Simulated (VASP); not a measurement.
# ZnS (F-43m) in VASP: a series of runs

The runs below take ZnS through single point, with PBEsol.

Everything below comes from runs of VASP 6.6.1. Logs are shortened: lines on timing, memory, paths and dates and some standing lists are left out, and cuts for length are marked.

**What was measured.**

From “Electronic, vibrational, and thermodynamic properties of ZnS (zincblende and rocksalt structure)”, 2009, arxiv:0911.5022, for a bulk crystal of ZnS at 19 K: band gap 3.85 eV (direct).

The runs below are set against these values where they give the same quantity.

## Step 1: The cell of the first run

The structure is cubic, space group F-43m (No. 216). The conventional cell has a = 5.258 Å, b = 5.258 Å, c = 5.258 Å, α = 90.00°, β = 90.00°, γ = 90.00°. Zn (site symmetry -43m) has 4 S at 2.28 Å within 3.0 Å. Within 3.0 Å of S (site symmetry -43m) lie 4 Zn at 2.28 Å.

## Step 2: Single point, PBEsol

File INCAR:

```
SYSTEM = ZnS
  PREC = Accurate
  ENCUT = 500
  EDIFF = 1E-6
  ISMEAR = -1
  SIGMA = 0.05
  LREAL = .False.
  LASPH = .True.
  NELM = 120
  ALGO = Normal
  ISIF = 2
  LWAVE = .False.
  LCHARG = .False.
  GGA = PS
  NBANDS = 16
  GGA_COMPAT = .False.
```

File KPOINTS:

```
Automatic mesh
0
Gamma
  9 9 9
  0 0 0
```

File POSCAR:

```
ZnS
1.0
    0.0000000000      2.6287975112      2.6287975112
    2.6287975112      0.0000000000      2.6287975112
    2.6287975112      2.6287975112      0.0000000000
Zn S
1 1
Direct
    0.7500000000      0.7500000000      0.7500000000
    0.0000000000      0.0000000000      0.0000000000
```

Potentials or basis: VASP PAW PBE potentials, release 64 (Zn, S).

Launch:

```
> cat potpaw_PBE.64/Zn/POTCAR potpaw_PBE.64/S/POTCAR > POTCAR
> mpirun -np 1 vasp_std > vasp.out
```

OUTCAR:

```text
SYSTEM = ZnS
   PREC = Accurate
   ENCUT = 500
   EDIFF = 1E-6
   ISMEAR = -1
   LREAL = .False.
   LASPH = .True.
   NELM = 120
   ISIF = 2
   GGA = PS

 ion  position               nearest neighbor table
   1  0.750  0.750  0.750-   2 2.28   2 2.28   2 2.28   2 2.28
   2  0.000  0.000  0.000-   1 2.28   1 2.28   1 2.28   1 2.28

  LATTYP: Found a face centered cubic cell.
 ALAT       =     5.2575950224

  Lattice vectors:

 A1 = (   0.0000000000,   2.6287975112,   2.6287975112)
 A2 = (   2.6287975112,   0.0000000000,   2.6287975112)
 A3 = (   2.6287975112,   2.6287975112,   0.0000000000)

Analysis of symmetry for initial positions (statically):
=====================================================================
 Subroutine PRICEL returns:
 Original cell was already a primitive cell.

 Routine SETGRP: Setting up the symmetry group for a
 face centered cubic supercell.

 Subroutine GETGRP returns: Found 24 space group operations
 (whereof 24 operations were pure point group operations)
 out of a pool of 48 trial point group operations.

The static configuration has the point symmetry T_d .

Analysis of symmetry for dynamics (positions and initial velocities):
=====================================================================
 Subroutine PRICEL returns:
 Original cell was already a primitive cell.

 Routine SETGRP: Setting up the symmetry group for a
 face centered cubic supercell.

 Subroutine GETGRP returns: Found 24 space group operations
 (whereof 24 operations were pure point group operations)
 out of a pool of 48 trial point group operations.

The dynamic configuration has the point symmetry T_d .

 Subroutine INISYM returns: Found 24 space group operations
 (whereof 24 operations are pure point group operations),
 and found     1 'primitive' translations

----------------------------------------------------------------------------------------

                                     Primitive cell

  volume of cell :      36.3330

  direct lattice vectors                    reciprocal lattice vectors
     0.000000000  2.628797511  2.628797511    -0.190201032  0.190201032  0.190201032
     2.628797511  0.000000000  2.628797511     0.190201032 -0.190201032  0.190201032
     2.628797511  2.628797511  0.000000000     0.190201032  0.190201032 -0.190201032

  length of vectors
     3.717681093  3.717681093  3.717681093     0.329437851  0.329437851  0.329437851

  position of ions in fractional coordinates (direct lattice)
     0.750000000  0.750000000  0.750000000
     0.000000000  0.000000000  0.000000000

  ion indices of the primitive-cell ions
   primitive index   ion index
                 1           1
                 2           2

----------------------------------------------------------------------------------------

 KPOINTS: Automatic mesh

Automatic generation of k-mesh.
 Grid dimensions read from file:
 generate k-points for:    9    9    9

 Generating k-lattice:

  Cartesian coordinates                     Fractional coordinates (reciprocal lattice)
    -0.021133448  0.021133448  0.021133448     0.111111111  0.000000000  0.000000000
     0.021133448 -0.021133448  0.021133448     0.000000000  0.111111111  0.000000000
     0.021133448  0.021133448 -0.021133448     0.000000000  0.000000000  0.111111111

  Length of vectors
     0.036604206  0.036604206  0.036604206

  Shift w.r.t. Gamma in fractional coordinates (k-lattice)
     0.000000000  0.000000000  0.000000000

 Subroutine IBZKPT returns following result:
 ===========================================

 Found     35 irreducible k-points:

 Following reciprocal coordinates:
            Coordinates               Weight
  0.000000  0.000000  0.000000      1.000000
  0.111111  0.000000  0.000000      8.000000
  0.222222  0.000000  0.000000      8.000000
  0.333333  0.000000  0.000000      8.000000
  0.444444  0.000000  0.000000      8.000000
  0.111111  0.111111  0.000000      6.000000
[... 16 lines left out ...]
 -0.333333  0.333333  0.000000     12.000000
  0.444444  0.444444  0.000000      6.000000
 [... further k-points ...]
   k-points           NKPTS =     35   k-points in BZ     NKDIM =     35   number of bands    NBANDS=     16
   number of dos      NEDOS =    301   number of ions     NIONS =      2
   total plane-waves  NPLWV =  21952
   dimension x,y,z NGX =    28 NGY =   28 NGZ =   28
   dimension x,y,z NGXF=    56 NGYF=   56 NGZF=   56
   ions per type =               1   1
   NGX,Y,Z   is equivalent  to a cutoff of  12.52, 12.52, 12.52 a.u.
   NGXF,Y,Z  is equivalent  to a cutoff of  25.04, 25.04, 25.04 a.u.
 SYSTEM =  ZnS
   PREC   = accura    normal or accurate (medium, high low for compatibility)
   ISTART =      0    job   : 0-new  1-cont  2-samecut
   ICHARG =      2    charge: 1-file 2-atom 10-const
   ISPIN  =      1    spin polarized calculation?
   LNONCOLLINEAR =      F non collinear calculations
   LSORBIT =      F    spin-orbit coupling
   LASPH  =      T    aspherical Exc in radial PAW
   ENCUT  =  500.0 eV  36.75 Ry    6.06 a.u.   6.78  6.78  6.78*2*pi/ulx,y,z
   NELM   =    120;   NELMIN=  2; NELMDL= -5     # of ELM steps
   EDIFF  = 0.1E-05   stopping-criterion for ELM
   LREAL  =      F    real-space projection
[... 7 lines left out ...]
   TEBEG  =    0.0;   TEEND  =   0.0 temperature during run
   PSTRESS=    0.0 pullay stress
   NELECT =      18.0000    total number of electrons
   NUPDOWN=      -1.0000    fix difference up-down
   EMIN   =  10.00;   EMAX   =-10.00  energy-range for DOS
   EFERMI =   0.00;   METHOD = LEGACY
   ISMEAR =    -1;   SIGMA  =   0.05  broadening in eV -4-tet -1-fermi 0-gaus
   EFERMI_NEDOS =   21; number of points for ismear=-14 and -15
   IALGO  =     38    algorithm
   IMIX   =      4    mixing-type and parameters
     AMIX     =   0.40;   BMIX     =  1.00
     AMIX_MAG =   1.60;   BMIX_MAG =  1.00
  volume/ion in A,a.u.               =      18.17       122.59
  Fermi-wavevector in a.u.,A,eV,Ry     =   1.295384  2.447921 22.830845  1.678020
  Thomas-Fermi vector in A             =   2.426907
   LORBIT       =      0    0 simple, 1 ext, 2 COOP (PROOUT), +10 PAW based schemes
   GGA     = PS    functional components
   LHFCALC =     F    Hartree Fock is set to
   AEXX    =    0.0000 exact exchange contribution
   IVDW    =     0    specifies the selected vdW correction
   LEPSILON=     F    determine dielectric tensor
   LRPA    =     F    only Hartree local field effects (RPA)
 non-spin polarized calculation
  energy-cutoff  :      500.00
  volume of cell :       36.33
 maximum number of plane-waves:       944
   NGX = 13   NGY = 13   NGZ = 13

 number of electron      17.9999998 magnetization

 Free energy of the ion-electron system (eV)
  ---------------------------------------------------
  ext. energy  EPLUGINS =         0.00000000
  ---------------------------------------------------
  free energy    TOTEN  =        -7.55434288 eV

  energy without entropy =       -7.55434288  energy(sigma->0) =       -7.55434288

 E-fermi :   3.8296     XC(G=0): -10.2418

 val. band max:        2.8217591246   @ k =   0.0000   0.0000   0.0000
 cond. band min:       5.1629447330   @ k =   0.0000   0.0000   0.0000
 fundamental gap:      2.3411856084
 Fermi energy:         3.8296181563

 k-point     1 :       0.0000    0.0000    0.0000
  band No.  band energies     occupation
      1     -10.9484      2.00000
      2      -3.9234      2.00000
      3      -3.9234      2.00000
      4      -3.9234      2.00000
      5      -3.3220      2.00000
      6      -3.3220      2.00000
[... 8 lines left out ...]
     15      14.6506      0.00000
     16      14.9226      0.00000

 k-point     2 :       0.1111    0.0000    0.0000
  band No.  band energies     occupation
      1     -10.8401      2.00000
      2      -3.9307      2.00000
      3      -3.9033      2.00000
      4      -3.9033      2.00000
      5      -3.3241      2.00000
      6      -3.3241      2.00000
[... 8 lines left out ...]
     15      14.0755      0.00000
     16      15.6025      0.00000

 k-point     3 :       0.2222    0.0000    0.0000
  band No.  band energies     occupation
      1     -10.5453      2.00000
      2      -3.9219      2.00000
      3      -3.8564      2.00000
      4      -3.8564      2.00000
      5      -3.3231      2.00000
      6      -3.3231      2.00000
[... 8 lines left out ...]
     15      13.6995      0.00000
     16      15.2146      0.00000

 k-point     4 :       0.3333    0.0000    0.0000
  band No.  band energies     occupation
      1     -10.1652      2.00000
      2      -3.8125      2.00000
      3      -3.8125      2.00000
      4      -3.8067      2.00000
      5      -3.3080      2.00000
      6      -3.3080      2.00000
[... 8 lines left out ...]
     15      14.4591      0.00000
     16      14.7099      0.00000

 k-point     5 :       0.4444    0.0000    0.0000
  band No.  band energies     occupation
      1      -9.8824      2.00000
      2      -3.7910      2.00000
      3      -3.7910      2.00000
      4      -3.4431      2.00000
      5      -3.2879      2.00000
      6      -3.2879      2.00000
[... 8 lines left out ...]
     15      15.9857      0.00000
     16      15.9857      0.00000

 k-point     6 :       0.1111    0.1111    0.0000
  band No.  band energies     occupation
      1     -10.8039      2.00000
      2      -3.9509      2.00000
      3      -3.8873      2.00000
      4      -3.8873      2.00000
      5      -3.3395      2.00000
      6      -3.3110      2.00000
[... 8 lines left out ...]
     15      14.8149      0.00000
     16      16.0412      0.00000

 k-point     7 :       0.2222    0.1111    0.0000
  band No.  band energies     occupation
      1     -10.5707      2.00000
      2      -3.9624      2.00000
      3      -3.8421      2.00000
      4      -3.8395      2.00000
      5      -3.3510      2.00000
      6      -3.3010      2.00000
[... 8 lines left out ...]
     15      14.6936      0.00000
     16      16.5600      0.00000

 k-point     8 :       0.3333    0.1111    0.0000
  band No.  band energies     occupation
      1     -10.2155      2.00000
      2      -3.9055      2.00000
      3      -3.7895      2.00000
      4      -3.7826      2.00000
      5      -3.3378      2.00000
      6      -3.2881      2.00000
[... 8 lines left out ...]
     15      15.1605      0.00000
     16      15.8652      0.00000

 k-point     9 :       0.4444    0.1111    0.0000
  band No.  band energies     occupation
      1      -9.8915      2.00000
      2      -3.8102      2.00000
      3      -3.7622      2.00000
      4      -3.5971      2.00000
      5      -3.2785      2.00000
      6      -3.2771      2.00000
[... 8 lines left out ...]
     15      16.0421      0.00000
     16      16.3503      0.00000
[... 172 lines left out ...]
 k-point    19 :      -0.2222    0.2222    0.0000
  band No.  band energies     occupation
      1     -10.0322      2.00000
      2      -3.7996      2.00000
      3      -3.7765      2.00000
      4      -3.7680      2.00000
      5      -3.3488      2.00000
      6      -3.2657      2.00000
[... 8 lines left out ...]
     15      16.7406      0.00000
     16      17.4410      0.00000

 k-point    20 :       0.3333    0.3333    0.0000
  band No.  band energies     occupation
      1      -9.9012      2.00000
      2      -4.0499      2.00000
      3      -3.6423      2.00000
      4      -3.6423      2.00000
      5      -3.3484      2.00000
      6      -3.2511      2.00000
[... 8 lines left out ...]
     15      15.9701      0.00000
     16      20.4494      0.00000

 k-point    21 :       0.4444    0.3333    0.0000
  band No.  band energies     occupation
      1      -9.6624      2.00000
      2      -4.0069      2.00000
      3      -3.5905      2.00000
      4      -3.5788      2.00000
      5      -3.2455      2.00000
      6      -3.2364      2.00000
[... 8 lines left out ...]
     15      16.6660      0.00000
     16      18.5919      0.00000

 k-point    22 :      -0.4444    0.3333    0.0000
  band No.  band energies     occupation
      1      -9.5229      2.00000
      2      -3.9014      2.00000
      3      -3.5877      2.00000
      4      -3.4942      2.00000
      5      -3.2677      2.00000
      6      -2.9912      2.00000
[... 8 lines left out ...]
     15      16.0165      0.00000
     16      18.5156      0.00000

 k-point    23 :      -0.3333    0.3333    0.0000
  band No.  band energies     occupation
      1      -9.5610      2.00000
      2      -3.8287      2.00000
      3      -3.6339      2.00000
      4      -3.4007      2.00000
      5      -3.3049      2.00000
      6      -3.0313      2.00000
[... 8 lines left out ...]
     15      14.5722      0.00000
     16      19.7947      0.00000

 k-point    24 :       0.4444    0.4444    0.0000
  band No.  band energies     occupation
      1      -9.5216      2.00000
      2      -4.0521      2.00000
      3      -3.5284      2.00000
      4      -3.5284      2.00000
      5      -3.2303      2.00000
      6      -3.1552      2.00000
[... 8 lines left out ...]
     15      16.5691      0.00000
     16      18.1860      0.00000

 [... further k-points ...]

------------------------ aborting loop because EDIFF is reached ----------------------------------------

  FORCE on cell =-STRESS in cart. coord.  units (eV):
  Direction    XX          YY          ZZ          XY          YZ          ZX
  --------------------------------------------------------------------------------------
  -------------------------------------------------------------------------------------
  Total        1.1779057      1.1779057      1.1779057     -0.0000000      0.0000000      0.0000000
  in kB       51.9421261     51.9421261     51.9421261     -0.0000000      0.0000000      0.0000000
  external PRESSURE =      51.9421261 kB  Pullay stress =       0.0000000 kB

 VOLUME and BASIS-vectors are now :
 -----------------------------------------------------------------------------
  energy-cutoff  :      500.00
  volume of cell :       36.33
      direct lattice vectors                 reciprocal lattice vectors
     0.000000000  2.628797511  2.628797511    -0.190201032  0.190201032  0.190201032
     2.628797511  0.000000000  2.628797511     0.190201032 -0.190201032  0.190201032
     2.628797511  2.628797511  0.000000000     0.190201032  0.190201032 -0.190201032

 POSITION                                       TOTAL-FORCE (eV/Angst)
 -----------------------------------------------------------------------------------
      3.94320      3.94320      3.94320        -0.000000     -0.000000     -0.000000
      0.00000      0.00000      0.00000         0.000000      0.000000      0.000000
 -----------------------------------------------------------------------------------
    total drift:                                0.000001      0.000001      0.000001

  FREE ENERGIE OF THE ION-ELECTRON SYSTEM (eV)
  ---------------------------------------------------
  free  energy   TOTEN  =        -7.5543428830 eV

  energy  without entropy=       -7.5543428830  energy(sigma->0) =       -7.55434288
```

Wall time 29 s (1 thread of AMD EPYC 7R13, shared host); peak memory 0.13 GiB.

Results:

- Free energy: -7.5543 eV
- Pressure: 5.2 GPa
- Band gap on the k mesh: 2.34 eV

Levels at points of the mesh, in eV from the valence-band top:
```tsv
k point	band 7	band 8	band 9	band 10	band 11	band 12
(0.00, 0.00, 0.00)	0.00	0.00	0.00	2.34	6.24	6.24
```

Caveat: the cell stands under pressure; the PAW data sets were made with another functional, which shifts forces and pressure a little.

## Step 3: Single point, PBEsol

This run uses another cell than the first one, of 19.20 Å³/atom.

File INCAR:

```
SYSTEM = ZnS
PREC = Accurate
ENCUT = 500
EDIFF = 1E-6
ISMEAR = -1
SIGMA = 0.05
LREAL = .False.
LASPH = .True.
NELM = 120
ALGO = Normal
ISIF = 2
LWAVE = .False.
LCHARG = .False.
GGA = PS
NBANDS = 16
GGA_COMPAT = .False.
```

KPOINTS is that of step 2.

File POSCAR:

```
ZnS
1.0
    0.0000000000      2.6777714355      2.6777714355
    2.6777714355      0.0000000000      2.6777714355
    2.6777714355      2.6777714355      0.0000000000
Zn S
1 1
Direct
    0.7500000000      0.7500000000      0.7500000000
    0.0000000000      0.0000000000      0.0000000000
```

Potentials or basis: VASP PAW PBE potentials, release 64 (Zn, S).

Launch:

```
> cat potpaw_PBE.64/Zn/POTCAR potpaw_PBE.64/S/POTCAR > POTCAR
> mpirun -np 1 vasp_std > vasp.out
```

Run time: 29 s. Hardware: 1 thread of AMD EPYC 7R13, shared host; peak memory 0.13 GiB.

The run converged. Its results:

```
Free energy            : -7.5886 eV
Pressure               : 0.2 GPa
Band gap on the k mesh : 2.09 eV
```

Levels at points of the mesh, in eV from the valence-band top:
| k point | band 5 | band 6 | band 7 | band 8 | band 9 | band 10 | band 11 | band 12 | band 13 | band 14 |
| --- | --- | --- | --- | --- | --- | --- | --- | --- | --- | --- |
| (0.00, 0.00, 0.00) | -5.95 | -5.95 | 0.00 | 0.00 | 0.00 | 2.09 | 6.29 | 6.29 | 6.29 | 11.77 |

Caveat: the PAW data sets were made with another functional, which shifts forces and pressure a little.

## Step 4: Against experiment

Step 3. Against the measured gap of ZnS, 3.85 eV (direct; 19 K; quoted in “Electronic, vibrational, and thermodynamic properties of ZnS (zincblende and rocksalt structure)”, 2009, arxiv:0911.5022), the calculated 2.09 eV is off by -1.76 eV. The value is that of PBEsol, without temperature or zero-point motion. Semilocal functionals fall short of measured gaps as a rule.
